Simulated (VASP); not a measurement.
# AlRu (Pm-3m) in VASP: further runs

Aim: see how the results for AlRu move with the level of theory and the settings. Levels: PBE, LDA. Tasks: single point.

All numbers are computed with VASP 6.6.1; they aren't measurements. Logs are shortened: lines on timing, memory, paths and dates and some standing lists are left out, and cuts for length are marked.

### Step 1. The cell of the first run

The structure is cubic, space group Pm-3m (No. 221). Conventional cell: a = 2.992 Å, b = 2.992 Å, c = 2.992 Å, α = 90.00°, β = 90.00°, γ = 90.00°. Ru (site symmetry m-3m) has 8 Al at 2.59 Å and 6 Ru at 2.99 Å within 3.4 Å. Within 3.4 Å of Al (site symmetry m-3m) lie 8 Ru at 2.59 Å and 6 Al at 2.99 Å.

### Step 2. Single point, PBE

INCAR reads:

```
  ALGO = Normal
  EDIFF = 1E-6
  ENCUT = 520
  GGA = PE
  ISIF = 2
  ISMEAR = 0
  LASPH = True
  LCHARG = False
  LREAL = False
  LWAVE = False
  NBANDS = 16
  NELM = 60
  PREC = Accurate
  SIGMA = 0.02
```

KPOINTS reads:

```
k-points
0
Gamma
  9 9 9
```

POSCAR reads:

```
AlRu
1.0
    2.9916000000      0.0000000000      0.0000000000
    0.0000000000      2.9916000000      0.0000000000
    0.0000000000      0.0000000000      2.9916000000
Ru Al
1 1
Direct
    0.5000000000      0.5000000000      0.5000000000
    0.0000000000      0.0000000000      0.0000000000
```

Potentials or basis: VASP PAW PBE potentials, release 64 (Ru_pv, Al).

Launch:

```console
cat potpaw_PBE.64/Ru_pv/POTCAR potpaw_PBE.64/Al/POTCAR > POTCAR
mpirun -np 1 vasp_std > vasp.out
```

OUTCAR:

```text
EDIFF = 1E-6
   ENCUT = 520
   GGA = PE
   ISIF = 2
   ISMEAR = 0
   LASPH = True
   LREAL = False
   NELM = 60
   PREC = Accurate

 ion  position               nearest neighbor table
   1  0.500  0.500  0.500-   2 2.59   2 2.59   2 2.59   2 2.59   2 2.59   2 2.59   2 2.59   2 2.59

   2  0.000  0.000  0.000-   1 2.59   1 2.59   1 2.59   1 2.59   1 2.59   1 2.59   1 2.59   1 2.59

  LATTYP: Found a simple cubic cell.
 ALAT       =     2.9916000000

  Lattice vectors:

 A1 = (   2.9916000000,   0.0000000000,   0.0000000000)
 A2 = (   0.0000000000,   2.9916000000,   0.0000000000)
 A3 = (   0.0000000000,   0.0000000000,   2.9916000000)

Analysis of symmetry for initial positions (statically):
=====================================================================
 Subroutine PRICEL returns:
 Original cell was already a primitive cell.

 Routine SETGRP: Setting up the symmetry group for a
 simple cubic supercell.

 Subroutine GETGRP returns: Found 48 space group operations
[... 9 lines left out ...]

 Routine SETGRP: Setting up the symmetry group for a
 simple cubic supercell.

 Subroutine GETGRP returns: Found 48 space group operations
[... 11 lines left out ...]
                                     Primitive cell

  volume of cell :      26.7738

  direct lattice vectors                    reciprocal lattice vectors
     2.991600000  0.000000000  0.000000000     0.334269287  0.000000000  0.000000000
     0.000000000  2.991600000  0.000000000     0.000000000  0.334269287  0.000000000
     0.000000000  0.000000000  2.991600000     0.000000000  0.000000000  0.334269287

  length of vectors
     2.991600000  2.991600000  2.991600000     0.334269287  0.334269287  0.334269287

  position of ions in fractional coordinates (direct lattice)
     0.500000000  0.500000000  0.500000000
     0.000000000  0.000000000  0.000000000

  ion indices of the primitive-cell ions
   primitive index   ion index
                 1           1
                 2           2

----------------------------------------------------------------------------------------

 KPOINTS: k-points

Automatic generation of k-mesh.
 Grid dimensions read from file:
 generate k-points for:    9    9    9

 Generating k-lattice:

  Cartesian coordinates                     Fractional coordinates (reciprocal lattice)
     0.037141032  0.000000000  0.000000000     0.111111111  0.000000000  0.000000000
     0.000000000  0.037141032  0.000000000     0.000000000  0.111111111  0.000000000
     0.000000000  0.000000000  0.037141032     0.000000000  0.000000000  0.111111111
[... 50 lines left out ...]
   ICHARG =      2    charge: 1-file 2-atom 10-const
   ISPIN  =      1    spin polarized calculation?
   LNONCOLLINEAR =      F non collinear calculations
   LSORBIT =      F    spin-orbit coupling
   LASPH  =      T    aspherical Exc in radial PAW
   ENCUT  =  520.0 eV  38.22 Ry    6.18 a.u.   5.56  5.56  5.56*2*pi/ulx,y,z
   NELM   =     60;   NELMIN=  2; NELMDL= -5     # of ELM steps
   EDIFF  = 0.1E-05   stopping-criterion for ELM
   LREAL  =      F    real-space projection
   EDIFFG = 0.1E-04   stopping-criterion for IOM
   NSW    =      0    number of steps for IOM
   IBRION =     -1    ionic relax: 0-MD 1-quasi-New 2-CG
   NFREE  =      0    steps in history (QN), initial steepest desc. (CG)
   ISIF   =      2    stress and relaxation
   ISYM   =      2    0-nonsym 1-usesym 2-fastsym
   POTIM  = 0.5000    time-step for ionic-motion
   TEBEG  =    0.0;   TEEND  =   0.0 temperature during run
   PSTRESS=    0.0 pullay stress
   NELECT =      17.0000    total number of electrons
   NUPDOWN=      -1.0000    fix difference up-down
   EMIN   =  10.00;   EMAX   =-10.00  energy-range for DOS
   EFERMI =   0.00;   METHOD = LEGACY
   ISMEAR =     0;   SIGMA  =   0.02  broadening in eV -4-tet -1-fermi 0-gaus
   EFERMI_NEDOS =   21; number of points for ismear=-14 and -15
   IALGO  =     38    algorithm
   IMIX   =      4    mixing-type and parameters
     AMIX     =   0.40;   BMIX     =  1.00
     AMIX_MAG =   1.60;   BMIX_MAG =  1.00
  volume/ion in A,a.u.               =      13.39        90.34
  Fermi-wavevector in a.u.,A,eV,Ry     =   1.407087  2.659009 26.938090  1.979894
  Thomas-Fermi vector in A             =   2.529382
   LORBIT       =      0    0 simple, 1 ext, 2 COOP (PROOUT), +10 PAW based schemes
   GGA     = PE    functional components
   LHFCALC =     F    Hartree Fock is set to
   AEXX    =    0.0000 exact exchange contribution
   IVDW    =     0    specifies the selected vdW correction
   LEPSILON=     F    determine dielectric tensor
   LRPA    =     F    only Hartree local field effects (RPA)
 non-spin polarized calculation
 Gauss-broadening in eV      SIGMA  =   0.02
  energy-cutoff  :      520.00
  volume of cell :       26.77
 maximum number of plane-waves:       739
 NGX is ok and might be reduce to    24
   NGX = 11   NGY = 11   NGZ = 11

 number of electron      16.9999995 magnetization

 Free energy of the ion-electron system (eV)
  ---------------------------------------------------
  ext. energy  EPLUGINS =         0.00000000
  ---------------------------------------------------
  free energy    TOTEN  =       -14.25164969 eV

  energy without entropy =      -14.25083451  energy(sigma->0) =      -14.25124210

 E-fermi :  10.6159     XC(G=0): -12.5690

 val. band max:       10.5996537571   @ k =   0.4444   0.4444   0.1111
 cond. band min:      10.6191612839   @ k =   0.4444   0.4444   0.1111
 fundamental gap:      0.0195075269
 Fermi energy:        10.6159209557

 k-point     1 :       0.0000    0.0000    0.0000
  band No.  band energies     occupation
      1     -31.0840      2.00000
      2     -31.0840      2.00000
      3     -31.0840      2.00000
      4       1.0425      2.00000
      5       7.1414      2.00000
      6       7.1414      2.00000
[... 433 lines left out ...]
      3     -31.0764      2.00000
      4       4.8765      2.00000
      5       6.9534      2.00000
      6       8.1923      2.00000
[... 8 lines left out ...]
     15      23.7640      0.00000
     16      24.2636      0.00000

 [... further k-points ...]
[... 5 lines left out ...]
  --------------------------------------------------------------------------------------
  -------------------------------------------------------------------------------------
  Total        0.4161216      0.4161216      0.4161216      0.0000000      0.0000000     -0.0000000
  in kB       24.9012016     24.9012016     24.9012016      0.0000000      0.0000000     -0.0000000
  external PRESSURE =      24.9012016 kB  Pullay stress =       0.0000000 kB

 VOLUME and BASIS-vectors are now :
 -----------------------------------------------------------------------------
  energy-cutoff  :      520.00
  volume of cell :       26.77
      direct lattice vectors                 reciprocal lattice vectors
     2.991600000  0.000000000  0.000000000     0.334269287  0.000000000  0.000000000
     0.000000000  2.991600000  0.000000000     0.000000000  0.334269287  0.000000000
     0.000000000  0.000000000  2.991600000     0.000000000  0.000000000  0.334269287

 POSITION                                       TOTAL-FORCE (eV/Angst)
 -----------------------------------------------------------------------------------
      1.49580      1.49580      1.49580         0.000000      0.000000      0.000000
      0.00000      0.00000      0.00000         0.000000      0.000000      0.000000
 -----------------------------------------------------------------------------------
    total drift:                                0.000000     -0.000000     -0.000000

  FREE ENERGIE OF THE ION-ELECTRON SYSTEM (eV)
  ---------------------------------------------------
  free  energy   TOTEN  =       -14.2516496940 eV

  energy  without entropy=      -14.2508345105  energy(sigma->0) =      -14.25124210
```

Run time: 12 s. Hardware: 1 thread of Intel Xeon Platinum 8259CL at 2.50GHz (Skylake/Cascade Lake), shared host; peak memory 0.14 GiB.

Results:

```
Free energy : -14.2516 eV
Pressure    : 2.5 GPa
```

### Step 3. Single point, PBE

INCAR reads:

```
SYSTEM = AlRu
ALGO = Fast
EDIFF = 1E-7
ENCUT = 520
GGA = PE
ISIF = 2
ISMEAR = 0
LASPH = .TRUE.
LCHARG = .FALSE.
LREAL = .FALSE.
LWAVE = .FALSE.
NBANDS = 16
NELM = 80
PREC = Accurate
SIGMA = 0.020999999999999998
```

KPOINTS reads:

```
k-points
0
G
  9 9 9
  0 0 0
```

POSCAR is that of step 2.

Potentials or basis: VASP PAW PBE potentials, release 64 (Ru_pv, Al).

Launch:

```console
cat potpaw_PBE.64/Ru_pv/POTCAR potpaw_PBE.64/Al/POTCAR > POTCAR
mpirun -np 1 vasp_std > vasp.out
```

Run time: 14 s. Hardware: 1 thread of Intel Xeon Platinum 8259CL at 2.50GHz (Skylake/Cascade Lake), shared host; peak memory 0.14 GiB.

The run converged. Its results:

| Item | Value |
| --- | --- |
| Free energy | -14.2517 eV |
| Pressure | 2.5 GPa |

Levels at points of the mesh, in eV from the Fermi level:
```csv
k point,band 6,band 7,band 8,band 9,band 10,band 11,band 12,band 13
"(0.00, 0.00, 0.00)",-3.47,0.25,0.25,0.25,6.18,6.18,6.18,11.07
```

### Step 4. Single point, PBE

INCAR reads:

```
  PREC = Accurate
  ENCUT = 520
  EDIFF = 1E-6
  ISMEAR = 0
  SIGMA = 0.1
  LREAL = F
  LASPH = T
  NELM = 60
  ALGO = Fast
  ISIF = 2
  LWAVE = F
  LCHARG = F
  GGA = PE
  NBANDS = 16
```

KPOINTS reads:

```
regular mesh
0
Gamma
  9 9 9
```

POSCAR is that of step 3.

Potentials or basis: VASP PAW PBE potentials, release 64 (Ru_pv, Al).

Launch:

```console
cat potpaw_PBE.64/Ru_pv/POTCAR potpaw_PBE.64/Al/POTCAR > POTCAR
mpirun -np 1 vasp_std > vasp.out
```

OUTCAR:

```text
PREC = Accurate
   ENCUT = 520
   EDIFF = 1E-6
   ISMEAR = 0
   LREAL = F
   LASPH = T
   NELM = 60
   ISIF = 2
   GGA = PE

 ion  position               nearest neighbor table
   1  0.500  0.500  0.500-   2 2.59   2 2.59   2 2.59   2 2.59   2 2.59   2 2.59   2 2.59   2 2.59

   2  0.000  0.000  0.000-   1 2.59   1 2.59   1 2.59   1 2.59   1 2.59   1 2.59   1 2.59   1 2.59

  LATTYP: Found a simple cubic cell.
 ALAT       =     2.9916000000

  Lattice vectors:

 A1 = (   2.9916000000,   0.0000000000,   0.0000000000)
 A2 = (   0.0000000000,   2.9916000000,   0.0000000000)
 A3 = (   0.0000000000,   0.0000000000,   2.9916000000)

Analysis of symmetry for initial positions (statically):
=====================================================================
 Subroutine PRICEL returns:
 Original cell was already a primitive cell.

 Routine SETGRP: Setting up the symmetry group for a
 simple cubic supercell.

 Subroutine GETGRP returns: Found 48 space group operations
[... 9 lines left out ...]

 Routine SETGRP: Setting up the symmetry group for a
 simple cubic supercell.

 Subroutine GETGRP returns: Found 48 space group operations
[... 11 lines left out ...]
                                     Primitive cell

  volume of cell :      26.7738

  direct lattice vectors                    reciprocal lattice vectors
     2.991600000  0.000000000  0.000000000     0.334269287  0.000000000  0.000000000
     0.000000000  2.991600000  0.000000000     0.000000000  0.334269287  0.000000000
     0.000000000  0.000000000  2.991600000     0.000000000  0.000000000  0.334269287

  length of vectors
     2.991600000  2.991600000  2.991600000     0.334269287  0.334269287  0.334269287

  position of ions in fractional coordinates (direct lattice)
     0.500000000  0.500000000  0.500000000
     0.000000000  0.000000000  0.000000000

  ion indices of the primitive-cell ions
   primitive index   ion index
                 1           1
                 2           2
[... 82 lines left out ...]
   PSTRESS=    0.0 pullay stress
   NELECT =      17.0000    total number of electrons
   NUPDOWN=      -1.0000    fix difference up-down
   EMIN   =  10.00;   EMAX   =-10.00  energy-range for DOS
   EFERMI =   0.00;   METHOD = LEGACY
   ISMEAR =     0;   SIGMA  =   0.10  broadening in eV -4-tet -1-fermi 0-gaus
   EFERMI_NEDOS =   21; number of points for ismear=-14 and -15
   IALGO  =     68    algorithm
   IMIX   =      4    mixing-type and parameters
     AMIX     =   0.40;   BMIX     =  1.00
     AMIX_MAG =   1.60;   BMIX_MAG =  1.00
  volume/ion in A,a.u.               =      13.39        90.34
  Fermi-wavevector in a.u.,A,eV,Ry     =   1.407087  2.659009 26.938090  1.979894
  Thomas-Fermi vector in A             =   2.529382
   LORBIT       =      0    0 simple, 1 ext, 2 COOP (PROOUT), +10 PAW based schemes
   GGA     = PE    functional components
   LHFCALC =     F    Hartree Fock is set to
   AEXX    =    0.0000 exact exchange contribution
   IVDW    =     0    specifies the selected vdW correction
   LEPSILON=     F    determine dielectric tensor
   LRPA    =     F    only Hartree local field effects (RPA)
 non-spin polarized calculation
 RMM-DIIS sequential band-by-band and
 Gauss-broadening in eV      SIGMA  =   0.10
  energy-cutoff  :      520.00
  volume of cell :       26.77
 maximum number of plane-waves:       739
 NGX is ok and might be reduce to    24
   NGX = 11   NGY = 11   NGZ = 11

 number of electron      16.9999995 magnetization

 Free energy of the ion-electron system (eV)
  ---------------------------------------------------
  ext. energy  EPLUGINS =         0.00000000
  ---------------------------------------------------
  free energy    TOTEN  =       -14.25732546 eV

  energy without entropy =      -14.24759169  energy(sigma->0) =      -14.25245858

 E-fermi :  10.6304     XC(G=0): -12.5687

 val. band max:       10.6210811655   @ k =   0.4444   0.4444   0.1111
 cond. band min:      10.6334751792   @ k =   0.4444   0.1111   0.1111
 fundamental gap:      0.0123940137
 Fermi energy:        10.6303519743

 k-point     1 :       0.0000    0.0000    0.0000
  band No.  band energies     occupation
      1     -31.0786      2.00000
      2     -31.0786      2.00000
      3     -31.0786      2.00000
      4       1.0423      2.00000
      5       7.1437      2.00000
      6       7.1437      2.00000
[... 433 lines left out ...]
      3     -31.0710      2.00000
      4       4.8771      2.00000
      5       6.9544      2.00000
      6       8.1941      2.00000
[... 8 lines left out ...]
     15      23.7646      0.00000
     16      24.2636      0.00000

 [... further k-points ...]
[... 5 lines left out ...]
  --------------------------------------------------------------------------------------
  -------------------------------------------------------------------------------------
  Total        0.3958610      0.3958610      0.3958610     -0.0000000      0.0000000     -0.0000000
  in kB       23.6887818     23.6887818     23.6887818     -0.0000000      0.0000000     -0.0000000
  external PRESSURE =      23.6887818 kB  Pullay stress =       0.0000000 kB

 VOLUME and BASIS-vectors are now :
 -----------------------------------------------------------------------------
  energy-cutoff  :      520.00
  volume of cell :       26.77
      direct lattice vectors                 reciprocal lattice vectors
     2.991600000  0.000000000  0.000000000     0.334269287  0.000000000  0.000000000
     0.000000000  2.991600000  0.000000000     0.000000000  0.334269287  0.000000000
     0.000000000  0.000000000  2.991600000     0.000000000  0.000000000  0.334269287

 POSITION                                       TOTAL-FORCE (eV/Angst)
 -----------------------------------------------------------------------------------
      1.49580      1.49580      1.49580         0.000000      0.000000      0.000000
      0.00000      0.00000      0.00000         0.000000      0.000000      0.000000
 -----------------------------------------------------------------------------------
    total drift:                                0.000000     -0.000000     -0.000000

  FREE ENERGIE OF THE ION-ELECTRON SYSTEM (eV)
  ---------------------------------------------------
  free  energy   TOTEN  =       -14.2573254624 eV

  energy  without entropy=      -14.2475916884  energy(sigma->0) =      -14.25245858
```

OSZICAR:

```text
N       E                     dE             d eps       ncg     rms          rms(c)
DAV:   1     0.115232006964E+03    0.11523E+03   -0.91013E+03  1152   0.986E+02
DAV:   2    -0.129724096963E+02   -0.12820E+03   -0.12097E+03  1336   0.290E+02
DAV:   3    -0.149403950544E+02   -0.19680E+01   -0.19613E+01  1432   0.374E+01
DAV:   4    -0.149546088841E+02   -0.14214E-01   -0.14198E-01  1384   0.339E+00
DAV:   5    -0.149548328404E+02   -0.22396E-03   -0.22335E-03  1368   0.409E-01    0.122E+01
RMM:   6    -0.143449473037E+02    0.60989E+00   -0.20443E+00  1147   0.112E+01    0.231E+00
RMM:   7    -0.142731740752E+02    0.71773E-01   -0.13082E-01  1167   0.292E+00    0.195E+00
RMM:   8    -0.142577483089E+02    0.15426E-01   -0.17625E-02  1233   0.103E+00    0.201E-01
RMM:   9    -0.142573215229E+02    0.42679E-03   -0.15665E-03  1280   0.313E-01    0.116E-01
RMM:  10    -0.142573270160E+02   -0.54931E-05   -0.23766E-04  1326   0.134E-01    0.226E-02
RMM:  11    -0.142573265322E+02    0.48384E-06   -0.60864E-05  1323   0.668E-02    0.193E-02
RMM:  12    -0.142573251473E+02    0.13848E-05   -0.13771E-05  1345   0.312E-02    0.698E-03
RMM:  13    -0.142573254624E+02   -0.31505E-06   -0.25846E-06  1065   0.147E-02
   1 F= -.14257325E+02 E0= -.14252459E+02  d E =-.973377E-02
```

Run time: 6.2 s. Hardware: 1 thread of Intel Xeon Platinum 8488C (Sapphire Rapids), shared host; peak memory 0.14 GiB.

What came out:

* Free energy: -14.2573 eV
* Pressure: 2.4 GPa

### Step 5. Single point, LDA

INCAR reads:

```
  ALGO = Fast
  EDIFF = 1E-7
  ENCUT = 520
  ISIF = 2
  ISMEAR = 0
  LASPH = True
  LCHARG = False
  LREAL = False
  LWAVE = False
  NBANDS = 16
  NELM = 80
  PREC = Accurate
  SIGMA = 0.1
```

KPOINTS reads:

```
k-points
0
Gamma
  9 9 9
```

POSCAR is that of step 4.

Potentials or basis: VASP PAW LDA potentials, release 64 (Ru_pv, Al).

Launch:

```console
cat potpaw_LDA.64/Ru_pv/POTCAR potpaw_LDA.64/Al/POTCAR > POTCAR
mpirun -np 1 vasp_std > vasp.out
```

Wall time 6 s (1 thread of Intel Xeon Platinum 8488C (Sapphire Rapids), shared host); peak memory 0.13 GiB.

The run converged. Its results:

```yaml
Free_energy: -16.1626 eV
Pressure: -7.7 GPa
```

Levels at points of the mesh, in eV from the Fermi level:
```csv
k point,band 7,band 8,band 9,band 10,band 11,band 12
"(0.00, 0.00, 0.00)",0.24,0.24,0.24,6.10,6.10,6.10
```

### Step 6. Overview

```csv
level,potentials or basis,smearing,gap on the mesh (eV),pressure (GPa)
PBE,"VASP PAW PBE potentials, release 64 (Ru_pv, Al)",gaussian 0.02 eV,none,2.5
PBE,"VASP PAW PBE potentials, release 64 (Ru_pv, Al)",gaussian 0.021 eV,none,2.5
PBE,"VASP PAW PBE potentials, release 64 (Ru_pv, Al)",gaussian 0.1 eV,none,2.4
LDA,"VASP PAW LDA potentials, release 64 (Ru_pv, Al)",gaussian 0.1 eV,none,-7.7
```

Alike in all rows: task single point; no spin polarisation; cell as given; k mesh 9 × 9 × 9; cutoff (eV) 520.

Total energies depend on the potentials used, so only differences within one code and one set of settings carry meaning.
